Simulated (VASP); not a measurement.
**In3Se: single point with PBEsol+D3(BJ)**

The system is In3Se.

```
CELL_PARAMETERS angstrom
4.71183 0.00000 0.00000
0.00000 4.71183 0.00000
0.00000 0.00000 4.34902
ATOMIC_POSITIONS crystal
In 0.00000 0.50000 0.50000
In 0.50000 0.00000 0.50000
In 0.50000 0.50000 0.00000
Se 0.00000 0.00000 0.00000
```

```yaml
Program: VASP 6.6.1
Task: single point
Functional: PBEsol
Dispersion: D3(BJ)
Potentials_or_basis: VASP PAW PBE potentials, release 64 (In_d, Se)
Cutoff: 520 eV
k_mesh: 10 × 10 × 10
Occupations: gaussian, width 0.15 eV
Spin: no spin polarisation
```

* Pressure: -0.1 GPa
* Band gap on the k mesh: zero (an odd number of electrons rules out a gap without spin polarisation)
* Dispersion energy per atom: -0.370 eV

Stress tensor (GPa, compression positive):
```
-0.16  0.00  0.00
 0.00 -0.16  0.00
 0.00  0.00  0.15
```

Levels at points of the mesh, in eV from the Fermi level:
| k point | band 20 | band 21 | band 22 | band 23 | band 24 | band 25 |
| --- | --- | --- | --- | --- | --- | --- |
| (0.00, 0.00, 0.00) | -3.40 | -2.47 | -1.44 | 1.08 | 1.08 | 1.48 |
| (0.50, 0.00, 0.00) | -2.56 | -1.66 | -0.70 | -0.41 | 0.25 | 1.43 |
| (0.50, 0.50, 0.00) | -2.03 | -0.56 | -0.04 | -0.04 | 2.20 | 2.20 |
| (0.00, 0.00, 0.50) | -2.81 | -1.49 | -1.28 | -0.31 | -0.31 | 0.88 |
| (0.50, 0.00, 0.50) | -2.29 | -1.26 | -0.80 | -0.60 | 1.36 | 1.56 |
| (0.50, 0.50, 0.50) | -4.40 | -4.40 | -4.40 | -3.71 | 3.11 | 3.11 |

Run time: 100 s on 1 thread of Intel(R) Xeon(R) 6975P-C (Granite Rapids), on a shared host, peak memory 0.42 GiB.

Caveat: the PAW data sets were made with another functional, which shifts forces and pressure a little; spin-orbit coupling is left out, which moves the levels of the heavy elements.
